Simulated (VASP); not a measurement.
Input of a VASP 6.6.1 run:

Contents of INCAR:

```
PREC = Accurate
ENCUT = 600
EDIFF = 1E-6
ISMEAR = -1
SIGMA = 0.15
LREAL = F
LASPH = T
NELM = 80
ALGO = Normal
ISIF = 3
LWAVE = F
LCHARG = F
GGA = PE
IBRION = 2
NSW = 80
EDIFFG = -0.001
```

The input KPOINTS:

```
Automatic mesh
0
Gamma
  15 15 12
```

The input POSCAR:

```
MgB2
1.0
    3.0728984930      0.0000000000      0.0000000000
   -1.5364492465      2.6612081582      0.0000000000
    0.0000000000      0.0000000000      3.5320018748
Mg B
1 2
Direct
    0.0000000000      0.0000000000      0.0000000000
    0.3333333333      0.6666666667      0.5000000000
    0.6666666667      0.3333333333      0.5000000000
```

Potentials or basis: VASP PAW PBE potentials, release 64 (Mg, B).

The run is started by

```sh
$ cat potpaw_PBE.64/Mg/POTCAR potpaw_PBE.64/B/POTCAR > POTCAR
$ mpirun -np 1 vasp_std > vasp.out
```

(1) What does it give for the band gap on the k mesh?

(2) What does it give for the space group after relaxing (to 0.05 Å)?

(3) Estimate the relaxed cell.

(4) What does it give for the relaxed volume?

Results:

(1) zero (band 4 reaches 7.10 eV, above the bottom of band 5 at 3.30 eV).

(2) P6/mmm (No. 191).

(3) a = 3.074 Å, b = 3.074 Å, c = 3.521 Å, α = 90.00°, β = 90.00°, γ = 120.00°.

(4) 9.61 Å³/atom.
